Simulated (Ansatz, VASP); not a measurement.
Pd in VASP and in Ansatz

```
Pd
1.0
     0.00000    1.95865    1.95865
     1.95865    0.00000    1.95865
     1.95865    1.95865    0.00000
Pd
1
Cartesian
  0.0000 0.0000 0.0000
```

Alike in both runs: task relaxation of cell and atoms; functional PBEsol; k mesh 18 × 18 × 18; occupations gaussian, width 0.1 eV; no spin polarisation.

|  | VASP | Ansatz |
| --- | --- | --- |
| version | VASP 6.6.1 | Ansatz 0.2.0 |
| potentials or method | VASP PAW PBE potentials, release 64 (Pd), cutoff 600 eV | scalar-relativistic, plane waves, PAW |
| valence electrons in the cell | 10 | 18 |

```csv
,VASP,Ansatz,Ansatz less VASP
"gap on the k mesh at the Fermi level, each at its own relaxed structure (eV)",none,none,-
relaxed volume (Å³/atom),14.52,14.55,+0.026
relaxed cell length with the largest relative difference (Å),2.738,2.740,+0.0016
```

VASP's potentials were made for PBE, not for PBEsol. A gap of «none» marks a metal or a gap that the smearing closes. VASP's potentials hold 10 valence electrons a cell and Ansatz's 18, so a difference there can come from the potentials and not from the codes.
